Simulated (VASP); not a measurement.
# AlNi in VASP: notebook

The runs below take AlNi through single point, with r2SCAN.

Everything below comes from runs of VASP 6.6.1. Logs are shortened: lines on timing, memory, paths and dates and some standing lists are left out, and cuts for length are marked.

**1. The cell of the first run**

The typed cell holds 2 atoms: a = 2.916 Å, b = 2.916 Å, c = 2.926 Å, α = 90.00°, β = 90.00°, γ = 89.99°.

**2. Single point, r2SCAN (12.44 Å³/atom)**

POSCAR

```
AlNi
1.0
    2.0620522748     -2.0618277072      0.0000000000
    2.0620522748      2.0618277072      0.0000000000
    0.0000000000      0.0000000000      2.9263064635
Al Ni
1 1
Direct
    0.0000000000      0.0000000000      0.0000000000
    0.5000000000      0.5000000000      0.5000000000
```

INCAR.step1

```
SYSTEM = AlNi
PREC = Accurate ; ENCUT = 520
ISMEAR = 0 ; SIGMA = 0.1
LREAL = .FALSE. ; LASPH = .TRUE.
NELM = 60 ; NBANDS = 14
GGA = PE ; ALGO = Normal
EDIFF = 1E-4 ; LWAVE = .TRUE.
LCHARG = .FALSE.
```

INCAR.step2

```
SYSTEM = AlNi
PREC = Accurate ; ENCUT = 520
EDIFF = 1E-6 ; ISMEAR = 0
SIGMA = 0.1 ; LREAL = .FALSE.
LASPH = .TRUE. ; NELM = 60
ALGO = Normal ; ISIF = 2
LWAVE = .FALSE. ; LCHARG = .FALSE.
METAGGA = R2SCAN ; LMIXTAU = .TRUE.
NBANDS = 14 ; ISTART = 1
```

KPOINTS

```
regular mesh
0
G
  16 16 14
  0 0 0
```

Potentials or basis: VASP PAW PBE potentials, release 64 (Al, Ni).

Run with:

```bash
$ cat potpaw_PBE.64/Al/POTCAR potpaw_PBE.64/Ni/POTCAR > POTCAR
$ cp INCAR.step1 INCAR
$ mpirun -np 1 vasp_std > vasp.out
$ cp INCAR.step2 INCAR
$ mpirun -np 1 vasp_std > vasp.out
```

OUTCAR:

```text
SYSTEM = AlNi
   PREC = Accurate
   ENCUT = 520
   EDIFF = 1E-6
   ISMEAR = 0
   LREAL = .FALSE.
   LASPH = .TRUE.
   NELM = 60
   ISIF = 2
   METAGGA = R2SCAN
   ISTART = 1

 ion  position               nearest neighbor table
   1  0.000  0.000  0.000-   2 2.53   2 2.53   2 2.53   2 2.53   2 2.53   2 2.53   2 2.53   2 2.53

   2  0.500  0.500  0.500-   1 2.53   1 2.53   1 2.53   1 2.53   1 2.53   1 2.53   1 2.53   1 2.53

  LATTYP: Found a base centered orthorhombic cell.
 ALAT       =     4.1236554144
 B/A-ratio  =     1.0001089168
 C/A-ratio  =     0.7096389415

  Lattice vectors:

 A1 = (  -2.0620522748,  -2.0618277072,   0.0000000000)
 A2 = (   2.0620522748,  -2.0618277072,   0.0000000000)
 A3 = (   0.0000000000,   0.0000000000,   2.9263064635)

Analysis of symmetry for initial positions (statically):
=====================================================================
 Subroutine PRICEL returns:
 Original cell was already a primitive cell.

 Routine SETGRP: Setting up the symmetry group for a
 base centered orthorhombic supercell.

 Subroutine GETGRP returns: Found  8 space group operations
 (whereof  8 operations were pure point group operations)
 out of a pool of  8 trial point group operations.

The static configuration has the point symmetry D_2h.

Analysis of symmetry for dynamics (positions and initial velocities):
=====================================================================
 Subroutine PRICEL returns:
 Original cell was already a primitive cell.

 Routine SETGRP: Setting up the symmetry group for a
 base centered orthorhombic supercell.

 Subroutine GETGRP returns: Found  8 space group operations
 (whereof  8 operations were pure point group operations)
 out of a pool of  8 trial point group operations.

The dynamic configuration has the point symmetry D_2h.

 Subroutine INISYM returns: Found  8 space group operations
 (whereof  8 operations are pure point group operations),
 and found     1 'primitive' translations

----------------------------------------------------------------------------------------

                                     Primitive cell

  volume of cell :      24.8829

  direct lattice vectors                    reciprocal lattice vectors
     2.062052275 -2.061827707  0.000000000     0.242476879 -0.242503289  0.000000000
     2.062052275  2.061827707  0.000000000     0.242476879  0.242503289  0.000000000
     0.000000000  0.000000000  2.926306464     0.000000000  0.000000000  0.341727708

  length of vectors
     2.916023504  2.916023504  2.926306464     0.342932766  0.342932766  0.341727708

  position of ions in fractional coordinates (direct lattice)
     0.000000000  0.000000000  0.000000000
     0.500000000  0.500000000  0.500000000

  ion indices of the primitive-cell ions
   primitive index   ion index
                 1           1
                 2           2

----------------------------------------------------------------------------------------

 KPOINTS: regular mesh

Automatic generation of k-mesh.
 Grid dimensions read from file:
 generate k-points for:   16   16   14

 Generating k-lattice:

  Cartesian coordinates                     Fractional coordinates (reciprocal lattice)
     0.015154805 -0.015156456  0.000000000     0.062500000 -0.000000000  0.000000000
     0.015154805  0.015156456  0.000000000    -0.000000000  0.062500000  0.000000000
     0.000000000  0.000000000  0.024409122     0.000000000  0.000000000  0.071428571

  Length of vectors
     0.021433298  0.021433298  0.024409122

  Shift w.r.t. Gamma in fractional coordinates (k-lattice)
     0.000000000  0.000000000  0.000000000

 Subroutine IBZKPT returns following result:
 ===========================================

 Found    584 irreducible k-points:

 Following reciprocal coordinates:
            Coordinates               Weight
  0.000000  0.000000  0.000000      1.000000
  0.062500  0.000000  0.000000      4.000000
  0.125000  0.000000  0.000000      4.000000
  0.187500 -0.000000  0.000000      4.000000
  0.250000  0.000000  0.000000      4.000000
  0.312500  0.000000  0.000000      4.000000
[... 16 lines left out ...]
 -0.125000  0.062500  0.000000      4.000000
 -0.062500  0.062500  0.000000      2.000000
 [... further k-points ...]
   k-points           NKPTS =    584   k-points in BZ     NKDIM =    584   number of bands    NBANDS=     14
   number of dos      NEDOS =    301   number of ions     NIONS =      2
   total plane-waves  NPLWV =  13824
   dimension x,y,z NGX =    24 NGY =   24 NGZ =   24
   dimension x,y,z NGXF=    48 NGYF=   48 NGZF=   48
   ions per type =               1   1
   NGX,Y,Z   is equivalent  to a cutoff of  13.68, 13.68, 13.63 a.u.
   NGXF,Y,Z  is equivalent  to a cutoff of  27.37, 27.37, 27.27 a.u.
 SYSTEM =  AlNi
   PREC   = accura    normal or accurate (medium, high low for compatibility)
   ISTART =      1    job   : 0-new  1-cont  2-samecut
   ICHARG =      0    charge: 1-file 2-atom 10-const
[... 67 lines left out ...]
      4       7.8597      2.00000
      5       7.8599      2.00000
      6       7.8655      2.00000
      7      15.0055      0.00000
      8      15.1354      0.00000
      9      15.1362      0.00000
     10      17.6219      0.00000
     11      17.6541      0.00000
     12      23.6780      0.00000
     13      30.8977      0.00000
     14      30.9060      0.00000

 k-point     2 :       0.0625    0.0000    0.0000
  band No.  band energies     occupation
      1      -1.9699      2.00000
      2       6.2205      2.00000
      3       6.2439      2.00000
      4       7.8285      2.00000
      5       7.8348      2.00000
      6       7.8631      2.00000
      7      14.2801      0.00000
      8      15.1028      0.00000
      9      15.2324      0.00000
     10      17.6388      0.00000
     11      18.4310      0.00000
     12      23.9362      0.00000
     13      30.0049      0.00000
     14      30.1003      0.00000

 k-point     3 :       0.1250    0.0000    0.0000
  band No.  band energies     occupation
      1      -1.7487      2.00000
      2       6.1847      2.00000
      3       6.2937      2.00000
      4       7.7418      2.00000
      5       7.7498      2.00000
      6       7.8723      2.00000
      7      12.8295      0.00000
      8      15.3877      0.00000
      9      15.5157      0.00000
     10      17.6663      0.00000
     11      19.6336      0.00000
     12      24.7546      0.00000
     13      28.4586      0.00000
     14      28.5612      0.00000

 k-point     4 :       0.1875   -0.0000    0.0000
  band No.  band energies     occupation
      1      -1.3828      2.00000
      2       6.0709      2.00000
      3       6.3695      2.00000
      4       7.6186      2.00000
      5       7.6287      2.00000
      6       7.8862      2.00000
      7      11.4189      0.00000
      8      15.8427      0.00000
      9      15.9684      0.00000
     10      17.7107      0.00000
     11      20.6311      0.00000
     12      26.1510      0.00000
     13      26.8681      0.00000
     14      26.9743      0.00000

 k-point     5 :       0.2500    0.0000    0.0000
  band No.  band energies     occupation
      1      -0.8762      2.00000
      2       5.7860      2.00000
      3       6.4608      2.00000
      4       7.4819      2.00000
      5       7.4941      2.00000
      6       7.9025      2.00000
      7      10.2444      0.00000
      8      16.4462      0.00000
      9      16.5696      0.00000
     10      17.7693      0.00000
     11      21.4268      0.00000
[... 276 lines left out ...]
 k-point    22 :      -0.1875    0.0625    0.0000
  band No.  band energies     occupation
      1      -1.3102      2.00000
      2       6.0931      2.00000
      3       6.3690      2.00000
      4       7.5890      2.00000
      5       7.6219      2.00000
      6       7.8581      2.00000
      7      11.4793      0.00000
      8      15.0596      0.00000
      9      15.9359      0.00000
     10      18.3152      0.00000
     11      21.0224      0.00000
     12      26.0261      0.00000
     13      26.2760      0.00000
     14      26.9167      0.00000

 k-point    23 :      -0.1250    0.0625    0.0000
  band No.  band energies     occupation
      1      -1.6754      2.00000
      2       6.2007      2.00000
      3       6.2932      2.00000
      4       7.7137      2.00000
      5       7.7437      2.00000
      6       7.8441      2.00000
      7      12.8829      0.00000
      8      14.6742      0.00000
      9      15.4830      0.00000
     10      18.2076      0.00000
     11      19.9808      0.00000
     12      24.9389      0.00000
     13      27.5960      0.00000
     14      28.4998      0.00000

 k-point    24 :      -0.0625    0.0625    0.0000
  band No.  band energies     occupation
      1      -1.8960      2.00000
      2       6.2280      2.00000
      3       6.2480      2.00000
      4       7.8026      2.00000
      5       7.8236      2.00000
      6       7.8402      2.00000
      7      14.1923      0.00000
      8      14.5606      0.00000
      9      15.1995      0.00000
     10      18.0369      0.00000
     11      18.8452      0.00000
     12      24.1749      0.00000
     13      29.1560      0.00000
     14      29.9595      0.00000

 [... further k-points ...]
[... 5 lines left out ...]
  --------------------------------------------------------------------------------------
  -------------------------------------------------------------------------------------
  Total       -1.4410911     -1.4373188     -1.4326979      0.0000000      0.0000000      0.0000000
  in kB      -92.7897856    -92.5468943    -92.2493611      0.0000000      0.0000000      0.0000000
  external PRESSURE =     -92.5286803 kB  Pullay stress =       0.0000000 kB

 VOLUME and BASIS-vectors are now :
 -----------------------------------------------------------------------------
  energy-cutoff  :      520.00
  volume of cell :       24.88
      direct lattice vectors                 reciprocal lattice vectors
     2.062052275 -2.061827707  0.000000000     0.242476879 -0.242503289  0.000000000
     2.062052275  2.061827707  0.000000000     0.242476879  0.242503289  0.000000000
     0.000000000  0.000000000  2.926306464     0.000000000  0.000000000  0.341727708

 POSITION                                       TOTAL-FORCE (eV/Angst)
 -----------------------------------------------------------------------------------
      0.00000      0.00000      0.00000         0.000000      0.000000      0.000000
      2.06205      0.00000      1.46315        -0.000000      0.000000      0.000000
 -----------------------------------------------------------------------------------
    total drift:                                0.000000     -0.000000     -0.000000

  FREE ENERGIE OF THE ION-ELECTRON SYSTEM (eV)
  ---------------------------------------------------
  free  energy   TOTEN  =       -20.0266435532 eV

  energy  without entropy=      -20.0229660310  energy(sigma->0) =      -20.02480479
```

Wall time 2.9 min (1 thread of Intel Xeon 6975P-C (Granite Rapids), shared host); peak memory 0.32 GiB.

What came out:

| Property | Result |
| --- | --- |
| Free energy | -20.0266 eV |
| Pressure | -9.3 GPa |
| Band gap on the k mesh | zero (an odd number of electrons rules out a gap without spin polarisation) |

Levels at points of the mesh, in eV from the Fermi level:
```tsv
k point	band 5	band 6	band 7	band 8	band 9	band 10
(0.00, 0.00, 0.00)	-1.50	-1.50	5.64	5.77	5.77	8.26
(0.50, 0.00, 0.00)	-2.19	-1.42	-0.60	8.60	10.29	10.41
(0.50, 0.50, 0.00)	-2.03	-2.03	-0.96	1.55	2.54	12.77
(0.00, 0.00, 0.50)	-2.19	-1.42	-0.63	8.60	10.39	10.40
(0.50, 0.00, 0.50)	-2.02	-2.02	-0.97	1.52	2.52	12.86
(0.50, 0.50, 0.50)	-0.93	2.08	2.09	2.09	4.10	4.46
```

Caveat: the cell stands under tension; the PAW data sets were made with another functional, which shifts forces and pressure a little. Spin polarisation is off, so any magnetic state and its effect on volume and gap are missing.

**3. Single point, r2SCAN (12.91 Å³/atom)**

This run uses another cell than the first one, of 12.91 Å³/atom.

POSCAR

```
AlNi
1.0
    2.0876704505     -2.0874430929      0.0000000000
    2.0876704505      2.0874430929      0.0000000000
    0.0000000000      0.0000000000      2.9626618140
Al Ni
1 1
Direct
    0.0000000000      0.0000000000      0.0000000000
    0.5000000000      0.5000000000      0.5000000000
```

INCAR.step1

```
ALGO = Normal
EDIFF = 1E-4
ENCUT = 520
GGA = PE
ISMEAR = 0
LASPH = T
LCHARG = F
LREAL = F
LWAVE = T
NBANDS = 14
NELM = 80
PREC = Accurate
SIGMA = 0.1
```

INCAR.step2

```
ALGO = Normal
EDIFF = 1E-6
ENCUT = 520
ISIF = 2
ISMEAR = 0
ISTART = 1
LASPH = T
LCHARG = F
LMIXTAU = T
LREAL = F
LWAVE = F
METAGGA = R2SCAN
NBANDS = 14
NELM = 80
PREC = Accurate
SIGMA = 0.1
```

KPOINTS

```
k-points
0
Gamma
  16 16 14
```

Potentials or basis: VASP PAW PBE potentials, release 64 (Al, Ni).

Run with:

```bash
$ cat potpaw_PBE.64/Al/POTCAR potpaw_PBE.64/Ni/POTCAR > POTCAR
$ cp INCAR.step1 INCAR
$ mpirun -np 1 vasp_std > vasp.out
$ cp INCAR.step2 INCAR
$ mpirun -np 1 vasp_std > vasp.out
```

It took 2.9 min on 1 thread of Intel Xeon 6975P-C (Granite Rapids), shared host; peak memory 0.33 GiB.

It converged, with:

- Free energy: -19.9583 eV
- Pressure: -13.9 GPa
- Band gap on the k mesh: zero (an odd number of electrons rules out a gap without spin polarisation)

Levels at points of the mesh, in eV from the Fermi level:
| k point | band 5 | band 6 | band 7 | band 8 | band 9 | band 10 |
| --- | --- | --- | --- | --- | --- | --- |
| (0.00, 0.00, 0.00) | -1.43 | -1.43 | 5.48 | 5.61 | 5.61 | 8.14 |
| (0.50, 0.00, 0.00) | -2.08 | -1.35 | -0.58 | 8.55 | 10.10 | 10.22 |
| (0.50, 0.50, 0.00) | -1.93 | -1.93 | -0.92 | 1.49 | 2.37 | 12.35 |
| (0.00, 0.00, 0.50) | -2.08 | -1.35 | -0.61 | 8.55 | 10.21 | 10.21 |
| (0.50, 0.00, 0.50) | -1.92 | -1.91 | -0.92 | 1.45 | 2.34 | 12.44 |
| (0.50, 0.50, 0.50) | -0.89 | 2.11 | 2.12 | 2.12 | 3.77 | 4.30 |

Caveat: the cell stands under tension; the PAW data sets were made with another functional, which shifts forces and pressure a little.

**4. Single point, r2SCAN (strain along c alone, the other axes held: +2.0 %)**

POSCAR

```
AlNi
1.0
    2.8599321482      0.0000000000      0.0000000000
    0.0000000000      2.8599321482      0.0000000000
    0.0000000000      0.0000000000      2.9274176498
Al Ni
1 1
Direct
    0.0000000000      0.0000000000      0.0000000000
    0.5000000000      0.5000000000      0.5000000000
```

INCAR.step1

```
SYSTEM = AlNi
ALGO = Normal
EDIFF = 1E-4
ENCUT = 520
GGA = PE
ISMEAR = 0
LASPH = .TRUE.
LCHARG = .FALSE.
LREAL = .FALSE.
LWAVE = .TRUE.
NBANDS = 14
NELM = 80
PREC = Accurate
SIGMA = 0.1
```

INCAR.step2

```
SYSTEM = AlNi
ALGO = Normal
EDIFF = 1E-6
ENCUT = 520
ISIF = 2
ISMEAR = 0
ISTART = 1
LASPH = .TRUE.
LCHARG = .TRUE.
LELF = .TRUE.
LMIXTAU = .TRUE.
LREAL = .FALSE.
LVHAR = .TRUE.
LWAVE = .FALSE.
METAGGA = R2SCAN
NBANDS = 14
NELM = 80
PREC = Accurate
SIGMA = 0.1
```

KPOINTS

```
k-points
0
G
  18 18 18
  0 0 0
```

Run with:

```bash
$ cat potpaw_PBE.64/Al/POTCAR potpaw_PBE.64/Ni/POTCAR > POTCAR
$ cp INCAR.step1 INCAR
$ mpirun -np 1 vasp_std > vasp.out
$ cp INCAR.step2 INCAR
$ mpirun -np 1 vasp_std > vasp.out
```

Wall time 9.6 min (1 thread of Intel Xeon 8259CL, shared host); peak memory 0.31 GiB.

Results (log left out):

```yaml
Free_energy: -20.0630 eV
Pressure: -3.5 GPa
Band_gap_on_the_k_mesh: zero (an odd number of electrons rules out a gap without spin polarisation)
```

Stress tensor (GPa, compression positive):
```
-3.02  0.00  0.00
 0.00 -3.02  0.00
 0.00  0.00 -4.54
```

Levels at points of the mesh, in eV from the Fermi level:
```csv
k point,band 4,band 5,band 6,band 7,band 8,band 9,band 10,band 11
"(0.00, 0.00, 0.00)",-1.62,-1.62,-1.57,5.29,6.17,6.17,8.25,8.49
"(0.50, 0.00, 0.00)",-2.42,-2.29,-1.52,-0.59,8.62,10.03,10.85,11.19
"(0.50, 0.50, 0.00)",-2.99,-2.22,-2.22,-0.99,1.72,2.83,12.86,15.45
"(0.00, 0.00, 0.50)",-2.28,-2.28,-1.49,-0.77,8.64,10.75,10.75,11.67
"(0.50, 0.00, 0.50)",-3.10,-2.14,-2.11,-1.06,1.51,2.62,13.46,15.85
"(0.50, 0.50, 0.50)",-1.04,-0.97,2.00,2.05,2.05,4.44,4.53,4.53
```

Caveat: the cell differs from its parent crystal (strain along c alone, the other axes held: +2.0 %); the cell stands under tension; the PAW data sets were made with another functional, which shifts forces and pressure a little. Spin polarisation is off, so any magnetic state and its effect on volume and gap are missing.

**5. Single point, r2SCAN (strain along c alone, the other axes held: +3.0 %)**

Edit POSCAR of step 4 so:

```diff
@@ -4,3 +4,3 @@
     0.0000000000      2.8599321482      0.0000000000
-    0.0000000000      0.0000000000      2.9274176498
+    0.0000000000      0.0000000000      2.9561178228
 Al Ni
```

INCAR.step1

```
ALGO = Normal
EDIFF = 1E-4
ENCUT = 520
GGA = PE
ISMEAR = 0
LASPH = T
LCHARG = F
LREAL = F
LWAVE = T
NBANDS = 14
NELM = 60
PREC = Accurate
SIGMA = 0.1
```

INCAR.step2

```
ALGO = Normal
EDIFF = 1E-7
ENCUT = 520
ISIF = 2
ISMEAR = 0
ISTART = 1
LASPH = T
LCHARG = F
LMIXTAU = T
LREAL = F
LWAVE = F
METAGGA = R2SCAN
NBANDS = 14
NELM = 60
PREC = Accurate
SIGMA = 0.1
```

KPOINTS

```
k-points
0
Gamma
  18 18 18
```

Run with:

```bash
$ cat potpaw_PBE.64/Al/POTCAR potpaw_PBE.64/Ni/POTCAR > POTCAR
$ cp INCAR.step1 INCAR
$ mpirun -np 1 vasp_std > vasp.out
$ cp INCAR.step2 INCAR
$ mpirun -np 1 vasp_std > vasp.out
```

Run time: 10 min. Hardware: 1 thread of Intel Xeon 8259CL, shared host; peak memory 0.31 GiB.

The run converged. Its results:

```
Free energy            : -20.0549 eV
Pressure               : -5.1 GPa
Band gap on the k mesh : zero (an odd number of electrons rules out a gap without spin polarisation)
```

Stress tensor (GPa, compression positive):
```
-4.36  0.00  0.00
 0.00 -4.36  0.00
 0.00  0.00 -6.49
```

Levels at points of the mesh, in eV from the Fermi level:
```tsv
k point	band 5	band 6	band 7	band 8	band 9	band 10
(0.00, 0.00, 0.00)	-1.60	-1.53	5.02	6.26	6.26	8.15
(0.50, 0.00, 0.00)	-2.24	-1.51	-0.56	8.59	9.78	10.93
(0.50, 0.50, 0.00)	-2.21	-2.21	-0.96	1.77	2.84	12.60
(0.00, 0.00, 0.50)	-2.23	-1.46	-0.81	8.63	10.80	10.80
(0.50, 0.00, 0.50)	-2.10	-2.06	-1.05	1.47	2.54	13.44
(0.50, 0.50, 0.50)	-0.94	2.00	2.07	2.07	4.36	4.46
```

Caveat: the cell differs from its parent crystal (strain along c alone, the other axes held: +3.0 %); the cell stands under tension; the PAW data sets were made with another functional, which shifts forces and pressure a little. Spin polarisation is off, so any magnetic state and its effect on volume and gap are missing.

**6. Overview**

```tsv
cell	k mesh	gap on the mesh (eV)	pressure (GPa)
a = 2.916, b = 2.916, c = 2.926 Å, 2 atoms	16 × 16 × 14	none	-9.3
a = 2.952, b = 2.952, c = 2.963 Å, 2 atoms	16 × 16 × 14	none	-13.9
a = 2.860, b = 2.860, c = 2.927 Å, 2 atoms	18 × 18 × 18	none	-3.5
a = 2.860, b = 2.860, c = 2.956 Å, 2 atoms	18 × 18 × 18	none	-5.1
```

Alike in all rows: task single point; level r2SCAN; potentials or basis VASP PAW PBE potentials, release 64 (Al, Ni); no spin polarisation; cutoff (eV) 520; smearing gaussian 0.1 eV.

Caveats: the cell stands under tension; the PAW data sets were made with another functional, which shifts forces and pressure a little.

Absolute energies hang on the potentials; compare differences alone.
